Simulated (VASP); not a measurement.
Runs of VASP 6.6.1 on Rh. The structure is that of space group Fm-3m (No. 225), or close to it. The cells are those of the table. 

| level | cell | k mesh | cutoff (eV) | grid for exact exchange (PRECFOCK) | screening parameter | gap on the mesh (eV) | pressure (GPa) |
| --- | --- | --- | --- | --- | --- | --- | --- |
| HSE06 | a = 2.690 Å, angles 60.0°, 1 atom | 6 × 6 × 6 | 520 | Normal | 0.2079 1/Å | none | -3.2 |
| HSE06 | a = 2.662 Å, angles 60.0°, 1 atom | 6 × 6 × 6 | 400 | Normal | 0.2079 1/Å | none | 4.4 |
| HSE06 | a = 2.717 Å, angles 60.0°, 1 atom | 6 × 6 × 6 | 520 | Normal | 0.2079 1/Å | none | -10.5 |
| PBE | a = 2.708 Å, angles 60.0°, 1 atom | 12 × 12 × 12 | 500 | - | - | none | (a) |

Alike in all rows: task single point; potentials or basis VASP PAW PBE potentials, release 64 (Rh_pv); no spin polarisation; smearing fermi-dirac 0.1 eV.

**Question.** Estimate the missing entries.

**Answer.** (a) 0.5.

Caveats: some runs use coarse meshes; the PAW data sets were made with another functional, which shifts forces and pressure a little (some runs).

A k mesh can miss the band edges, and the runs leave out spin-orbit coupling on Rh.

A gap of «none» marks levels without a gap at the run's occupations.
